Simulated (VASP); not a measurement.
Crystal: CdTe4.

```
Cd Te
1.0
    -3.70870    3.70870    3.70870
     3.70870   -3.70870    3.70870
     3.70870    3.70870   -3.70870
Cd Te
1 4
Direct
  0.00000 0.00000 0.00000
  0.34960 0.34960 0.34960
  0.65040 0.00000 0.00000
  0.00000 0.00000 0.65040
  0.00000 0.65040 0.00000
```

The cell was built from a structure type or drawn by symmetry, and may not be a known phase.

| Property | Result |
| --- | --- |
| Program | VASP 6.6.1 |
| Task | relaxation of cell and atoms |
| Functional | PBE |
| Potentials or basis | VASP PAW PBE potentials, release 64 (Cd, Te) |
| Cutoff | 600 eV |
| k mesh | 4 × 4 × 4 |
| Occupations | gaussian, width 0.1 eV |
| Spin | no spin polarisation |

At the start: pressure 18.0 GPa; volume 40.81 Å³/atom.

Question: How do energy, volume and symmetry change on relaxing?

Answer: Over 29 steps the energy falls by 1758.9 meV/atom and the volume is 33.72 Å³/atom (-17.4 %); space group I-43m (No. 217, to 0.1 Å) before, Im-3m (No. 229, to 0.1 Å).

Step by step:
```
step  energy change (eV)  largest force (eV/Å)  pressure (GPa)  volume (Å³)
   1              0.0000                9.2225           18.01       204.04
   2             -3.4801                0.5243           -3.62       371.68
   3             -5.7240                0.6001           -2.33       275.08
   4             -5.7488                0.7286           -2.09       271.36
   5             -5.7627                0.9993           -1.54       264.45
   6             -5.7636                0.9445           -1.65       265.77
   7             -6.1103                1.0542           -1.72       250.06
   8             -7.1090                1.3922           -0.48       206.69
   9             -6.7392                2.0828           18.20       135.58
  10             -7.4210                2.0266            2.87       179.08
  11             -7.2874                2.3000           11.22       148.44
  12             -7.4886                2.2944            5.99       163.67
  13             -7.6127                2.1432            6.10       161.93
  14             -7.9003                1.6930            6.54       156.77
  15             -8.0932                0.9219            8.95       146.78
  16             -8.3612                0.7109            6.35       151.46
  17             -8.7342                0.2718            1.02       165.20
  18             -8.7552                0.1910           -0.05       169.01
  19             -8.7562                0.1750           -0.29       169.92
  20             -8.7583                0.1668           -0.23       169.76
  21             -8.7640                0.1440           -0.15       169.26
  22             -8.7726                0.1083            0.02       168.26
  23             -8.7806                0.0712            0.52       166.27
  24             -8.7847                0.0675            0.35       167.02
  25             -8.7916                0.0505           -0.16       169.26
  26             -8.7918                0.0413           -0.30       169.89
  27             -8.7935                0.0168           -0.27       169.79
  28             -8.7938                0.0022           -0.25       169.72
  29             -8.7947                0.0015            0.04       168.61
```

Final structure:
```cif
data_structure
_symmetry_space_group_name_H-M 'P 1'
_symmetry_Int_Tables_number 1
_cell_length_a 6.0279
_cell_length_b 6.0279
_cell_length_c 6.0279
_cell_angle_alpha 109.471
_cell_angle_beta 109.471
_cell_angle_gamma 109.471
_cell_volume 168.61
loop_
_atom_site_label
_atom_site_type_symbol
_atom_site_fract_x
_atom_site_fract_y
_atom_site_fract_z
_atom_site_occupancy
Cd1 Cd 0.00000 0.00000 0.00000 1
Te1 Te 0.49989 0.49989 0.49989 1
Te2 Te 0.50011 0.00000 0.00000 1
Te3 Te 0.00000 0.00000 0.50011 1
Te4 Te 0.00000 0.50011 0.00000 1
```

Caveat: the volume moved by over 15 % at a fixed basis, so the end points are rough.
